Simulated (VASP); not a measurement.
# W (Im-3m) in VASP: a series of runs

W is run at these levels: PBE+D3(BJ); tasks: single point, relaxation of cell and atoms.

All numbers are computed with VASP 6.6.1; they aren't measurements. Logs are shortened: lines on timing, memory, paths and dates and some standing lists are left out, and cuts for length are marked.

## (1) The cell of the first run

The structure is cubic, space group Im-3m (No. 229). Conventional cell: a = 3.159 Å, b = 3.159 Å, c = 3.159 Å, α = 90.00°, β = 90.00°, γ = 90.00°. Within 3.6 Å of W (site symmetry m-3m) lie 14 W at 2.74 to 3.16 Å.

## (2) Single point, PBE+D3(BJ)

INCAR reads:

```
SYSTEM = W
PREC = Accurate ; ENCUT = 520
EDIFF = 1E-6 ; ISMEAR = 0
SIGMA = 0.1 ; LREAL = .FALSE.
LASPH = .TRUE. ; NELM = 100
ALGO = Normal ; ISIF = 2
LWAVE = .FALSE. ; LCHARG = .TRUE.
GGA = PE ; IVDW = 12
LELF = .TRUE. ; LVHAR = .TRUE.
NBANDS = 13
```

KPOINTS reads:

```
Automatic mesh
0
G
  18 18 18
  0 0 0
```

POSCAR reads:

```
W
1.0
   -1.5796804374      1.5796804374      1.5796804374
    1.5796804374     -1.5796804374      1.5796804374
    1.5796804374      1.5796804374     -1.5796804374
W
1
Direct
    0.0000000000      0.0000000000      0.0000000000
```

Potentials or basis: VASP PAW PBE potentials, release 64 (W_sv).

Launch:

```console
> cat potpaw_PBE.64/W_sv/POTCAR > POTCAR
> mpirun -np 1 vasp_std > vasp.out
```

OUTCAR:

```text
SYSTEM = W
   PREC = Accurate
   ENCUT = 520
   EDIFF = 1E-6
   ISMEAR = 0
   LREAL = .FALSE.
   LASPH = .TRUE.
   NELM = 100
   ISIF = 2
   GGA = PE
   IVDW = 12
 IVDW          = 12

 ion  position               nearest neighbor table
   1  0.000  0.000  0.000-

  LATTYP: Found a body centered cubic cell.
 ALAT       =     3.1593608748

  Lattice vectors:

 A1 = (  -1.5796804374,   1.5796804374,   1.5796804374)
 A2 = (   1.5796804374,  -1.5796804374,   1.5796804374)
 A3 = (   1.5796804374,   1.5796804374,  -1.5796804374)

Analysis of symmetry for initial positions (statically):
=====================================================================
 Subroutine PRICEL returns:
 Original cell was already a primitive cell.

 Routine SETGRP: Setting up the symmetry group for a
 body centered cubic supercell.

 Subroutine GETGRP returns: Found 48 space group operations
 (whereof 48 operations were pure point group operations)
 out of a pool of 48 trial point group operations.

The static configuration has the point symmetry O_h .

Analysis of symmetry for dynamics (positions and initial velocities):
=====================================================================
 Subroutine PRICEL returns:
 Original cell was already a primitive cell.

 Routine SETGRP: Setting up the symmetry group for a
 body centered cubic supercell.

 Subroutine GETGRP returns: Found 48 space group operations
 (whereof 48 operations were pure point group operations)
 out of a pool of 48 trial point group operations.

The dynamic configuration has the point symmetry O_h .

 Subroutine INISYM returns: Found 48 space group operations
 (whereof 48 operations are pure point group operations),
 and found     1 'primitive' translations

----------------------------------------------------------------------------------------

                                     Primitive cell

  volume of cell :      15.7677

  direct lattice vectors                    reciprocal lattice vectors
    -1.579680437  1.579680437  1.579680437     0.000000000  0.316519714  0.316519714
     1.579680437 -1.579680437  1.579680437     0.316519714  0.000000000  0.316519714
     1.579680437  1.579680437 -1.579680437     0.316519714  0.316519714  0.000000000

  length of vectors
     2.736086777  2.736086777  2.736086777     0.447626472  0.447626472  0.447626472

[... 83 lines left out ...]
   NFREE  =      0    steps in history (QN), initial steepest desc. (CG)
   ISIF   =      2    stress and relaxation
   ISYM   =      2    0-nonsym 1-usesym 2-fastsym
   POTIM  = 0.5000    time-step for ionic-motion
   TEBEG  =    0.0;   TEEND  =   0.0 temperature during run
   PSTRESS=    0.0 pullay stress
   NELECT =      14.0000    total number of electrons
   NUPDOWN=      -1.0000    fix difference up-down
   EMIN   =  10.00;   EMAX   =-10.00  energy-range for DOS
   EFERMI =   0.00;   METHOD = LEGACY
   ISMEAR =     0;   SIGMA  =   0.10  broadening in eV -4-tet -1-fermi 0-gaus
   EFERMI_NEDOS =   21; number of points for ismear=-14 and -15
   IALGO  =     38    algorithm
   IMIX   =      4    mixing-type and parameters
     AMIX     =   0.40;   BMIX     =  1.00
     AMIX_MAG =   1.60;   BMIX_MAG =  1.00
  volume/ion in A,a.u.               =      15.77       106.41
  Fermi-wavevector in a.u.,A,eV,Ry     =   1.573481  2.973449 33.685898  2.475844
  Thomas-Fermi vector in A             =   2.674759
   LORBIT       =      0    0 simple, 1 ext, 2 COOP (PROOUT), +10 PAW based schemes
   GGA     = PE    functional components
   LHFCALC =     F    Hartree Fock is set to
   AEXX    =    0.0000 exact exchange contribution
   IVDW    =    12    specifies the selected vdW correction
   LEPSILON=     F    determine dielectric tensor
   LRPA    =     F    only Hartree local field effects (RPA)
 non-spin polarized calculation
 Gauss-broadening in eV      SIGMA  =   0.10
  energy-cutoff  :      520.00
  volume of cell :       15.77
 maximum number of plane-waves:       438
   NGX = 11   NGY = 11   NGZ = 11

 number of electron      14.0000004 magnetization

 Free energy of the ion-electron system (eV)
  ---------------------------------------------------
  ext. energy  EPLUGINS =         0.00000000
  ---------------------------------------------------
  free energy    TOTEN  =       -12.94149529 eV

  energy without entropy =      -12.93805162  energy(sigma->0) =      -12.93977346

 E-fermi :  11.5174     XC(G=0): -13.6705

 val. band max:       11.5144926532   @ k =  -0.2778   0.3333   0.2222
 cond. band min:      11.5285046543   @ k =   0.5000   0.5000   0.2222
 fundamental gap:      0.0140120011
 Fermi energy:        11.5174064107

 k-point     1 :       0.0000    0.0000    0.0000
  band No.  band energies     occupation
      1     -62.6520      2.00000
      2     -26.2063      2.00000
      3     -26.2063      2.00000
      4     -26.2063      2.00000
      5       1.8539      2.00000
      6      10.2846      2.00000
      7      10.2846      2.00000
      8      10.2846      2.00000
      9      13.7967      0.00000
     10      13.7967      0.00000
     11      26.0496      0.00000
     12      26.0496      0.00000
     13      26.0496      0.00000
[... 354 lines left out ...]
  band No.  band energies     occupation
      1     -62.5145      2.00000
      2     -27.4361      2.00000
      3     -26.6677      2.00000
      4     -26.2718      2.00000
      5       5.6535      2.00000
      6       8.0826      2.00000
      7      10.9387      2.00000
      8      13.5681      0.00000
      9      14.9107      0.00000
     10      17.9997      0.00000
     11      22.5237      0.00000
     12      24.1180      0.00000
     13      28.4241      0.00000

 [... further k-points ...]

------------------------ aborting loop because EDIFF is reached ----------------------------------------

 Edisp (eV)   -0.69912

 E8    (eV) :    -0.3585

  FORCE on cell =-STRESS in cart. coord.  units (eV):
  Direction    XX          YY          ZZ          XY          YZ          ZX
  --------------------------------------------------------------------------------------
  -------------------------------------------------------------------------------------
  Total       0.05742     0.05742     0.05742    -0.00000    -0.00000     0.00000
  in kB       5.83466     5.83466     5.83466    -0.00000    -0.00000     0.00000
  external pressure =        5.83 kB  Pullay stress =        0.00 kB

 VOLUME and BASIS-vectors are now :
 -----------------------------------------------------------------------------
  energy-cutoff  :      520.00
  volume of cell :       15.77
      direct lattice vectors                 reciprocal lattice vectors
    -1.579680437  1.579680437  1.579680437     0.000000000  0.316519714  0.316519714
     1.579680437 -1.579680437  1.579680437     0.316519714  0.000000000  0.316519714
     1.579680437  1.579680437 -1.579680437     0.316519714  0.316519714  0.000000000

 POSITION                                       TOTAL-FORCE (eV/Angst)
 -----------------------------------------------------------------------------------
      0.00000      0.00000      0.00000        -0.000000      0.000000     -0.000000
 -----------------------------------------------------------------------------------
    total drift:                                0.000000     -0.000000      0.000000

  FREE ENERGIE OF THE ION-ELECTRON SYSTEM (eV)
  ---------------------------------------------------
  free  energy   TOTEN  =       -13.6406163336 eV

  energy  without entropy=      -13.6371726595  energy(sigma->0) =      -13.63889450
```

Wall time 37 s (1 thread of Intel Xeon 8259CL, shared host); peak memory 0.16 GiB.

What came out:

```
Free energy                : -13.6406 eV
Pressure                   : 0.6 GPa
Band gap on the k mesh     : zero (band 7 reaches 16.73 eV, above the bottom of band 8 at 10.28 eV)
Dispersion energy per atom : -0.699 eV
```

Caveat: spin-orbit coupling is left out, which moves the levels of the heavy elements; pairwise dispersion overbinds metals, which lowers pressure and volume.

## (3) Relaxation of cell and atoms, PBE+D3(BJ)

This run uses another cell than the first one, of 15.93 Å³/atom, 1.010 times its volume.

INCAR reads:

```
ALGO     = Fast           # electronic algorithm
EDIFF    = 1E-7           # SCF threshold, eV
EDIFFG   = -0.005         # ionic threshold
ENCUT    = 600            # plane-wave cutoff, eV
GGA      = PE             # functional
IBRION   = 2              # ionic algorithm
ISIF     = 3              # what is computed and relaxed
ISMEAR   = 0              # smearing method
IVDW     = 12             # dispersion correction
LASPH    = True           # aspherical terms in the spheres
LCHARG   = False          # write CHGCAR
LREAL    = False          # projectors in reciprocal space
LWAVE    = False          # write WAVECAR
NELM     = 60             # most SCF steps
NSW      = 100            # ionic steps
PREC     = Accurate       # precision mode
SIGMA    = 0.1            # smearing width, eV
```

KPOINTS reads:

```
k-points
0
Gamma
  18 18 18
```

POSCAR reads:

```
W
1.0
   -1.5851577801      1.5851577801      1.5851577801
    1.5851577801     -1.5851577801      1.5851577801
    1.5851577801      1.5851577801     -1.5851577801
W
1
Direct
    0.0000000000      0.0000000000      0.0000000000
```

Potentials or basis: VASP PAW PBE potentials, release 64 (W_sv).

Launch:

```console
> cat potpaw_PBE.64/W_sv/POTCAR > POTCAR
> mpirun -np 1 vasp_std > vasp.out
```

Run time: 2.3 min. Hardware: 1 thread of Intel Xeon 8259CL, shared host; peak memory 0.19 GiB.

The run converged. Its results:

- Free energy: -13.6409 eV
- Relaxed volume: 15.80 Å³/atom
- Relaxed cell: a = 2.738 Å, b = 2.738 Å, c = 2.738 Å, α = 109.47°, β = 109.47°, γ = 109.47°
- Space group after relaxing (to 0.05 Å): Im-3m (No. 229)
- Energy gained by relaxing: 1.1 meV/atom
- Ionic steps: 3
- Pressure after relaxing: 0.0 GPa
- Band gap on the k mesh: zero (band 7 reaches 16.68 eV, above the bottom of band 8 at 10.26 eV)
- Dispersion energy per atom: -0.698 eV

Step by step:
| step | energy change (eV) | largest force (eV/Å) | pressure (GPa) | volume (Å³) |
| --- | --- | --- | --- | --- |
| 1 | 0.0000 | 0.0000 | -2.65 | 15.93 |
| 2 | 0.0135 | 0.0000 | 10.36 | 15.33 |
| 3 | -0.0011 | 0.0000 | -0.03 | 15.80 |

Final structure:
```
W
1.0
    -1.58079    1.58079    1.58079
     1.58079   -1.58079    1.58079
     1.58079    1.58079   -1.58079
W
1
Direct
  0.00000 0.00000 0.00000
```

Levels at points of the mesh, in eV from the Fermi level:
| k point | band 3 | band 4 | band 5 | band 6 | band 7 | band 8 | band 9 | band 10 | band 11 |
| --- | --- | --- | --- | --- | --- | --- | --- | --- | --- |
| (0.00, 0.00, 0.00) | -37.73 | -37.73 | -9.65 | -1.23 | -1.23 | -1.23 | 2.27 | 2.27 | 14.53 |
| (0.50, 0.00, 0.00) | -38.15 | -37.74 | -6.29 | -3.58 | 0.69 | 2.17 | 3.15 | 6.19 | 11.50 |
| (0.50, 0.50, 0.50) | -38.64 | -38.64 | -5.86 | -5.86 | 5.20 | 5.20 | 5.20 | 8.28 | 8.28 |

Caveat: spin-orbit coupling is left out, which moves the levels of the heavy elements; pairwise dispersion overbinds metals, which lowers pressure and volume.

## (4) Single point, PBE+D3(BJ)

This run uses another cell than the first one, of 15.93 Å³/atom, 1.010 times its volume.

INCAR reads:

```
SYSTEM = W
PREC = Accurate
ENCUT = 500
EDIFF = 1E-6
ISMEAR = 0
SIGMA = 0.1
LREAL = .False.
LASPH = .True.
NELM = 120
ALGO = Normal
ISIF = 2
LWAVE = .False.
LCHARG = .True.
GGA = PE
IVDW = 12
LELF = .True.
LVHAR = .True.
NBANDS = 13
GGA_COMPAT = .False.
```

KPOINTS reads:

```
regular mesh
0
Gamma
  8 8 8
  0 0 0
```

POSCAR is that of step 3.

Launch:

```console
> cat potpaw_PBE.64/W_sv/POTCAR > POTCAR
> mpirun -np 1 vasp_std > vasp.out
```

Wall time 12 s (1 thread of AMD EPYC 7R13, shared host); peak memory 0.1 GiB.

The run converged. Its results:

```
Free energy                : -13.6439 eV
Pressure                   : -2.3 GPa
Band gap on the k mesh     : zero (band 7 reaches 16.50 eV, above the bottom of band 8 at 10.15 eV)
Dispersion energy per atom : -0.692 eV
```

Levels at points of the mesh, in eV from the Fermi level:
```
           k point  band 3  band 4  band 5  band 6  band 7  band 8  band 9  band 10  band 11  band 12
(0.00, 0.00, 0.00)  -37.54  -37.54   -9.39   -1.00   -1.00   -1.00    2.47     2.47    14.72    14.72
(0.50, 0.00, 0.00)  -37.95  -37.55   -6.03   -3.33    0.88    2.36    3.33     6.32    11.22    11.69
(0.50, 0.50, 0.50)  -38.43  -38.43   -5.58   -5.58    5.35    5.35    5.35     8.42     8.42     8.42
```

Caveat: spin-orbit coupling is left out, which moves the levels of the heavy elements; pairwise dispersion overbinds metals, which lowers pressure and volume.

## (5) Overview

```csv
task,cell,k mesh,cutoff (eV),gap on the mesh (eV),pressure (GPa)
single point,"a = 2.736 Å, angles 109.5°, 1 atom",18 × 18 × 18,520,none,0.6
relaxation of cell and atoms,"relaxed from a = 2.746 Å, angles 109.5°, 1 atom",18 × 18 × 18,600,none,0.0
single point,"a = 2.746 Å, angles 109.5°, 1 atom",8 × 8 × 8,500,none,-2.3
```

Alike in all rows: level PBE+D3(BJ); potentials or basis VASP PAW PBE potentials, release 64 (W_sv); no spin polarisation; smearing gaussian 0.1 eV.

Caveats: spin-orbit coupling is left out, which moves the levels of the heavy elements; pairwise dispersion overbinds metals, which lowers pressure and volume.

Total energies depend on the potentials used, so only differences within one code and one set of settings carry meaning.
